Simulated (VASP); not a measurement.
**TiB2 (AlB2 type): single point with LDA**

The system is TiB2 (AlB2 type).

```
Ti B
1.0
     2.94009    0.00000    0.00000
    -1.47005    2.54619    0.00000
     0.00000    0.00000    3.08002
Ti B
1 2
Direct
  0.00000 0.00000 0.00000
  0.33333 0.66667 0.50000
  0.66667 0.33333 0.50000
```

* Program: VASP 6.6.1
* Task: single point
* Functional: LDA
* Potentials or basis: VASP PAW LDA potentials, release 64 (Ti_sv, B)
* Cutoff: 520 eV
* k mesh: 11 × 11 × 9
* Occupations: fermi-dirac, width 0.1 eV
* Spin: no spin polarisation
* Dipole correction: no
* Further INCAR settings: ALGO = Normal; EDIFF = 1e-06; NBANDS = 16

| Item | Value |
| --- | --- |
| Pressure | 20.0 GPa |
| Band gap on the k mesh | zero (bands 9 and 10 overlap by 0.59 eV) |

Levels at points of the mesh, in eV from the Fermi level:
```
           k point  band 5  band 6  band 7  band 8  band 9  band 10  band 11  band 12  band 13  band 14
(0.00, 0.00, 0.00)  -13.79   -2.91   -2.91   -2.30   -2.02     2.26     2.26     4.32     4.32     6.20
```

It took 30 s on 1 thread of Intel Xeon 8259CL, on a shared host, peak memory 0.15 GiB.

Caveat: the cell stands under pressure.
